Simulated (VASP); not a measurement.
# GaSb3 (C2/m) in VASP: single point with PBE+D3(BJ)

Aim: the single point of GaSb3 with PBE+D3(BJ).

Program: VASP 6.6.1. These are calculated values, not measurements. Logs are shortened: lines on timing, memory, paths and dates and some standing lists are left out, and cuts for length are marked.

## 1. The cell of the first run

It takes space group C2/m (No. 12, monoclinic). Conventional cell: a = 7.296 Å, b = 7.588 Å, c = 5.263 Å, α = 90.00°, β = 133.88°, γ = 90.00°. Ga (site symmetry 2/m) has 14 Sb at 3.16 to 3.79 Å within 4.2 Å. Sb (site symmetry 2) has 4 Ga at 3.16 to 3.33 Å and 10 Sb at 3.16 to 4.07 Å within 4.2 Å. Sb (site symmetry 2/m) has 8 Sb at 3.16 to 3.33 Å and 6 Ga at 3.65 to 3.79 Å within 4.2 Å.

## 2. Single point, PBE+D3(BJ) (atoms displaced along a vibrational mode, the cell strained)

INCAR reads:

```
SYSTEM = GaSb3
PREC = Accurate
ENCUT = 520
EDIFF = 1E-7
ISMEAR = 0
SIGMA = 0.15
LREAL = .FALSE.
LASPH = .TRUE.
NELM = 100
ALGO = Normal
ISIF = 2
LWAVE = .FALSE.
LCHARG = .TRUE.
GGA = PE
IVDW = 12
LELF = .TRUE.
LVHAR = .TRUE.
NBANDS = 22
```

KPOINTS reads:

```
regular mesh
0
G
  10 10 10
  0 0 0
```

POSCAR reads:

```
GaSb3
1.0
    0.0000000000      3.7940529411      3.6481278280
    3.7940529411      0.0000000000      3.6481278280
    3.7940529411      3.7940529411      0.0000000000
Ga Sb
1 3
Direct
    0.0000000000      0.0000000000      0.0000000000
    0.2685026411      0.2314973589      0.2314973589
    0.7314973589      0.7685026411      0.7685026411
    0.5000000000      0.5000000000      0.5000000000
```

Potentials or basis: VASP PAW PBE potentials, release 64 (Ga_d, Sb).

The run is started by

```sh
cat potpaw_PBE.64/Ga_d/POTCAR potpaw_PBE.64/Sb/POTCAR > POTCAR
mpirun -np 1 vasp_std > vasp.out
```

OUTCAR:

```text
SYSTEM = GaSb3
   PREC = Accurate
   ENCUT = 520
   EDIFF = 1E-7
   ISMEAR = 0
   LREAL = .FALSE.
   LASPH = .TRUE.
   NELM = 100
   ISIF = 2
   GGA = PE
   IVDW = 12
 IVDW          = 12

 ion  position               nearest neighbor table
   1  0.000  0.000  0.000-   2 3.16   3 3.16   3 3.16   2 3.16   3 3.33   2 3.33   2 3.33   3 3.33

   2  0.269  0.231  0.231-   1 3.16   1 3.16   4 3.16   4 3.16   4 3.33   1 3.33   1 3.33   4 3.33
                             3 3.51   3 3.66   3 3.66
   3  0.731  0.769  0.769-   1 3.16   4 3.16   4 3.16   1 3.16   4 3.33   1 3.33   1 3.33   4 3.33
                             2 3.51   2 3.66   2 3.66
   4  0.500  0.500  0.500-   2 3.16   2 3.16   3 3.16   3 3.16   3 3.33   2 3.33   2 3.33   3 3.33

  LATTYP: Found a body centered tetragonal cell.
 ALAT       =     5.3656011257
 C/A-ratio  =     1.3598207331

  Lattice vectors:

 A1 = (   0.0000000000,  -3.7940529411,  -3.6481278280)
 A2 = (   0.0000000000,   3.7940529411,  -3.6481278280)
 A3 = (   3.7940529411,   0.0000000000,   3.6481278280)

Analysis of symmetry for initial positions (statically):
=====================================================================
 Subroutine PRICEL returns:
 Original cell was already a primitive cell.

 Routine SETGRP: Setting up the symmetry group for a
 body centered tetragonal supercell.

 Subroutine GETGRP returns: Found  4 space group operations
 (whereof  4 operations were pure point group operations)
 out of a pool of 16 trial point group operations.

The static configuration has the point symmetry C_2h.

Analysis of symmetry for dynamics (positions and initial velocities):
=====================================================================
 Subroutine PRICEL returns:
 Original cell was already a primitive cell.

 Routine SETGRP: Setting up the symmetry group for a
 body centered tetragonal supercell.

 Subroutine GETGRP returns: Found  4 space group operations
 (whereof  4 operations were pure point group operations)
 out of a pool of 16 trial point group operations.

The dynamic configuration has the point symmetry C_2h.

 Subroutine INISYM returns: Found  4 space group operations
 (whereof  4 operations are pure point group operations),
 and found     1 'primitive' translations

----------------------------------------------------------------------------------------

                                     Primitive cell

  volume of cell :     105.0284

  direct lattice vectors                    reciprocal lattice vectors
     0.000000000  3.794052941  3.648127828    -0.131785193  0.131785193  0.137056601
     3.794052941  0.000000000  3.648127828     0.131785193 -0.131785193  0.137056601
     3.794052941  3.794052941  0.000000000     0.131785193  0.131785193 -0.137056601

  length of vectors
     5.263428006  5.263428006  5.365601126     0.231342141  0.231342141  0.231342141

  position of ions in fractional coordinates (direct lattice)
     0.000000000  0.000000000  0.000000000
     0.268502641  0.231497359  0.231497359
     0.731497359  0.768502641  0.768502641
     0.500000000  0.500000000  0.500000000

  ion indices of the primitive-cell ions
   primitive index   ion index
                 1           1
                 2           2
                 3           3
                 4           4

----------------------------------------------------------------------------------------

 KPOINTS: regular mesh

Automatic generation of k-mesh.
 Grid dimensions read from file:
 generate k-points for:   10   10   10

 Generating k-lattice:

  Cartesian coordinates                     Fractional coordinates (reciprocal lattice)
    -0.013178519  0.013178519  0.013705660     0.100000000 -0.000000000  0.000000000
     0.013178519 -0.013178519  0.013705660    -0.000000000  0.100000000  0.000000000
     0.013178519  0.013178519 -0.013705660     0.000000000  0.000000000  0.100000000

  Length of vectors
     0.023134214  0.023134214  0.023134214

  Shift w.r.t. Gamma in fractional coordinates (k-lattice)
     0.000000000  0.000000000  0.000000000

 Subroutine IBZKPT returns following result:
 ===========================================

 Found    282 irreducible k-points:

 Following reciprocal coordinates:
            Coordinates               Weight
  0.000000  0.000000  0.000000      1.000000
  0.100000  0.000000  0.000000      4.000000
  0.000000  0.000000 -0.100000      4.000000
  0.200000  0.000000  0.000000      4.000000
  0.000000  0.000000 -0.200000      4.000000
  0.300000 -0.000000  0.000000      4.000000
[... 16 lines left out ...]
 -0.300000  0.100000  0.000000      4.000000
  0.100000  0.100000  0.400000      4.000000
 [... further k-points ...]
   k-points           NKPTS =    282   k-points in BZ     NKDIM =    282   number of bands    NBANDS=     22
   number of dos      NEDOS =    301   number of ions     NIONS =      4
   total plane-waves  NPLWV =  64000
   dimension x,y,z NGX =    40 NGY =   40 NGZ =   40
   dimension x,y,z NGXF=    80 NGYF=   80 NGZF=   80
   ions per type =               1   3
   NGX,Y,Z   is equivalent  to a cutoff of  12.63, 12.63, 12.39 a.u.
   NGXF,Y,Z  is equivalent  to a cutoff of  25.27, 25.27, 24.79 a.u.
 SYSTEM =  GaSb3
   PREC   = accura    normal or accurate (medium, high low for compatibility)
   ISTART =      0    job   : 0-new  1-cont  2-samecut
   ICHARG =      2    charge: 1-file 2-atom 10-const
   ISPIN  =      1    spin polarized calculation?
   LNONCOLLINEAR =      F non collinear calculations
   LSORBIT =      F    spin-orbit coupling
   LASPH  =      T    aspherical Exc in radial PAW
   ENCUT  =  520.0 eV  38.22 Ry    6.18 a.u.   9.79  9.79  9.98*2*pi/ulx,y,z
   NELM   =    100;   NELMIN=  2; NELMDL= -5     # of ELM steps
   EDIFF  = 0.1E-06   stopping-criterion for ELM
   LREAL  =      F    real-space projection
   EDIFFG = 0.1E-05   stopping-criterion for IOM
   NSW    =      0    number of steps for IOM
   IBRION =     -1    ionic relax: 0-MD 1-quasi-New 2-CG
   NFREE  =      0    steps in history (QN), initial steepest desc. (CG)
   ISIF   =      2    stress and relaxation
   ISYM   =      2    0-nonsym 1-usesym 2-fastsym
   POTIM  = 0.5000    time-step for ionic-motion
   TEBEG  =    0.0;   TEEND  =   0.0 temperature during run
   PSTRESS=    0.0 pullay stress
   NELECT =      28.0000    total number of electrons
   NUPDOWN=      -1.0000    fix difference up-down
   EMIN   =  10.00;   EMAX   =-10.00  energy-range for DOS
   EFERMI =   0.00;   METHOD = LEGACY
   ISMEAR =     0;   SIGMA  =   0.15  broadening in eV -4-tet -1-fermi 0-gaus
   EFERMI_NEDOS =   21; number of points for ismear=-14 and -15
   IALGO  =     38    algorithm
   IMIX   =      4    mixing-type and parameters
     AMIX     =   0.40;   BMIX     =  1.00
     AMIX_MAG =   1.60;   BMIX_MAG =  1.00
  volume/ion in A,a.u.               =      26.26       177.19
  Fermi-wavevector in a.u.,A,eV,Ry     =   1.053639  1.991089 15.104582  1.110155
  Thomas-Fermi vector in A             =   2.188769
   LORBIT       =      0    0 simple, 1 ext, 2 COOP (PROOUT), +10 PAW based schemes
   GGA     = PE    functional components
   LHFCALC =     F    Hartree Fock is set to
   AEXX    =    0.0000 exact exchange contribution
   IVDW    =    12    specifies the selected vdW correction
   LEPSILON=     F    determine dielectric tensor
   LRPA    =     F    only Hartree local field effects (RPA)
 non-spin polarized calculation
 Gauss-broadening in eV      SIGMA  =   0.15
  energy-cutoff  :      520.00
  volume of cell :      105.03
 maximum number of plane-waves:      2854
   NGX = 19   NGY = 19   NGZ = 19

 number of electron      28.0000004 magnetization

 Free energy of the ion-electron system (eV)
  ---------------------------------------------------
  ext. energy  EPLUGINS =         0.00000000
  ---------------------------------------------------
  free energy    TOTEN  =       -14.50452603 eV

  energy without entropy =      -14.47951527  energy(sigma->0) =      -14.49202065

 E-fermi :   7.3335     XC(G=0): -10.1322

 val. band max:        7.3266678364   @ k =   0.0000  -0.1000   0.5000
 cond. band min:       7.3371457276   @ k =   0.0000  -0.3000  -0.3000
 fundamental gap:      0.0104778913
 Fermi energy:         7.3335360735

 k-point     1 :       0.0000    0.0000    0.0000
  band No.  band energies     occupation
      1      -7.5045      2.00000
      2      -7.5023      2.00000
      3      -7.4891      2.00000
      4      -7.4880      2.00000
      5      -7.4780      2.00000
      6      -5.0639      2.00000
[... 14 lines left out ...]
     21      13.8796      0.00000
     22      13.9227      0.00000

 k-point     2 :       0.1000    0.0000    0.0000
  band No.  band energies     occupation
      1      -7.5044      2.00000
      2      -7.5021      2.00000
      3      -7.4894      2.00000
      4      -7.4880      2.00000
      5      -7.4779      2.00000
      6      -4.9911      2.00000
[... 14 lines left out ...]
     21      13.3188      0.00000
     22      13.7522      0.00000

 k-point     3 :       0.0000    0.0000   -0.1000
  band No.  band energies     occupation
      1      -7.5045      2.00000
      2      -7.5024      2.00000
      3      -7.4889      2.00000
      4      -7.4880      2.00000
      5      -7.4782      2.00000
      6      -4.9860      2.00000
[... 14 lines left out ...]
     21      13.2166      0.00000
     22      13.7676      0.00000

 k-point     4 :       0.2000    0.0000    0.0000
  band No.  band energies     occupation
      1      -7.5042      2.00000
      2      -7.5016      2.00000
      3      -7.4903      2.00000
      4      -7.4882      2.00000
      5      -7.4775      2.00000
      6      -4.7757      2.00000
[... 14 lines left out ...]
     21      12.2620      0.00000
     22      13.1743      0.00000

 k-point     5 :       0.0000    0.0000   -0.2000
  band No.  band energies     occupation
      1      -7.5052      2.00000
      2      -7.5022      2.00000
      3      -7.4888      2.00000
      4      -7.4878      2.00000
      5      -7.4786      2.00000
      6      -4.7530      2.00000
[... 14 lines left out ...]
     21      12.2669      0.00000
     22      13.2175      0.00000

 k-point     6 :       0.3000   -0.0000    0.0000
  band No.  band energies     occupation
      1      -7.5041      2.00000
      2      -7.5010      2.00000
      3      -7.4915      2.00000
      4      -7.4883      2.00000
      5      -7.4770      2.00000
      6      -4.4311      2.00000
[... 14 lines left out ...]
     21      12.4094      0.00000
     22      13.0196      0.00000

 k-point     7 :      -0.0000   -0.0000   -0.3000
  band No.  band energies     occupation
      1      -7.5065      2.00000
      2      -7.5015      2.00000
      3      -7.4891      2.00000
      4      -7.4871      2.00000
      5      -7.4790      2.00000
      6      -4.3683      2.00000
[... 324 lines left out ...]
      6      -3.3656      2.00000
[... 14 lines left out ...]
     21      12.3046      0.00000
     22      14.8377      0.00000

 k-point    21 :      -0.4000    0.1000    0.0000
  band No.  band energies     occupation
      1      -7.5042      2.00000
      2      -7.5007      2.00000
      3      -7.4924      2.00000
      4      -7.4886      2.00000
      5      -7.4767      2.00000
      6      -3.8178      2.00000
[... 14 lines left out ...]
     21      12.3213      0.00000
     22      14.8039      0.00000

 k-point    22 :       0.1000    0.1000    0.5000
  band No.  band energies     occupation
      1      -7.5075      2.00000
      2      -7.5007      2.00000
      3      -7.4897      2.00000
      4      -7.4868      2.00000
      5      -7.4793      2.00000
      6      -3.6110      2.00000
[... 14 lines left out ...]
     21      12.2080      0.00000
     22      14.7672      0.00000

 k-point    23 :      -0.3000    0.1000    0.0000
  band No.  band energies     occupation
      1      -7.5044      2.00000
      2      -7.5010      2.00000
      3      -7.4912      2.00000
      4      -7.4883      2.00000
      5      -7.4774      2.00000
      6      -4.2344      2.00000
[... 14 lines left out ...]
     21      12.7021      0.00000
     22      13.3975      0.00000

 k-point    24 :       0.1000    0.1000    0.4000
  band No.  band energies     occupation
      1      -7.5067      2.00000
      2      -7.5011      2.00000
      3      -7.4895      2.00000
      4      -7.4870      2.00000
      5      -7.4792      2.00000
      6      -4.1668      2.00000
[... 14 lines left out ...]
     21      12.6529      0.00000
     22      13.3554      0.00000

 [... further k-points ...]

------------------------ aborting loop because EDIFF is reached ----------------------------------------

 Edisp (eV)   -1.77186

 E8    (eV) :    -0.8190

  FORCE on cell =-STRESS in cart. coord.  units (eV):
  Direction    XX          YY          ZZ          XY          YZ          ZX
  --------------------------------------------------------------------------------------
  -------------------------------------------------------------------------------------
  Total      -2.36128    -2.46880    -2.13586     0.00000    -0.45470     0.00000
  in kB     -36.02066   -37.66080   -32.58190     0.00000    -6.93627     0.00000
  external pressure =      -35.42 kB  Pullay stress =        0.00 kB

 VOLUME and BASIS-vectors are now :
 -----------------------------------------------------------------------------
  energy-cutoff  :      520.00
  volume of cell :      105.03
      direct lattice vectors                 reciprocal lattice vectors
     0.000000000  3.794052941  3.648127828    -0.131785193  0.131785193  0.137056601
     3.794052941  0.000000000  3.648127828     0.131785193 -0.131785193  0.137056601
     3.794052941  3.794052941  0.000000000     0.131785193  0.131785193 -0.137056601

 POSITION                                       TOTAL-FORCE (eV/Angst)
 -----------------------------------------------------------------------------------
      0.00000      0.00000      0.00000         0.000000      0.000000      0.000000
      1.75663      1.89703      1.82406         0.274180      0.000000      0.000000
      5.83148      5.69108      5.47219        -0.274180      0.000000      0.000000
      3.79405      3.79405      3.64813        -0.000000     -0.000000      0.000000
 -----------------------------------------------------------------------------------
    total drift:                               -0.000000     -0.000000     -0.000000

  FREE ENERGIE OF THE ION-ELECTRON SYSTEM (eV)
  ---------------------------------------------------
  free  energy   TOTEN  =       -16.2763859020 eV

  energy  without entropy=      -16.2513751427  energy(sigma->0) =      -16.26388052
```

It took 4.2 min on 1 thread of AMD EPYC 9R45 (Zen 5), shared host; peak memory 0.68 GiB.

Results:

* Free energy: -16.2764 eV
* Pressure: -3.5 GPa
* Largest force: 0.274 eV/Å
* Band gap on the k mesh: zero (bands 14 and 15 overlap by 3.56 eV)
* Dispersion energy per atom: -0.443 eV

Forces in eV/Å, atoms in the order of the input:
```
Ga   0.000  0.000  0.000
Sb   0.274  0.000  0.000
Sb  -0.274  0.000  0.000
Sb   0.000  0.000  0.000
```

Levels at points of the mesh, in eV from the Fermi level:
| k point | band 11 | band 12 | band 13 | band 14 | band 15 | band 16 | band 17 | band 18 |
| --- | --- | --- | --- | --- | --- | --- | --- | --- |
| (0.00, 0.00, 0.00) | -2.66 | -2.54 | -2.40 | -2.36 | -2.02 | -1.07 | -0.72 | -0.02 |
| (0.50, 0.00, 0.00) | -3.13 | -3.01 | -2.30 | -0.24 | -0.16 | 2.06 | 2.40 | 2.60 |
| (0.00, 0.00, 0.50) | -3.13 | -2.77 | -2.13 | -0.57 | 0.05 | 1.62 | 2.12 | 2.86 |
| (0.50, 0.50, 0.00) | -5.13 | 0.37 | 0.61 | 0.99 | 1.04 | 1.54 | 1.77 | 2.61 |
| (0.50, 0.00, 0.50) | -5.01 | 0.59 | 0.85 | 0.99 | 1.26 | 1.44 | 2.15 | 2.23 |
| (0.00, 0.50, 0.50) | -5.00 | 0.64 | 0.76 | 0.87 | 1.40 | 1.55 | 1.95 | 2.25 |

Caveat: the cell differs from its parent crystal (atoms displaced along a vibrational mode, the cell strained); the cell stands under tension; spin-orbit coupling is left out, which moves the levels of the heavy elements.
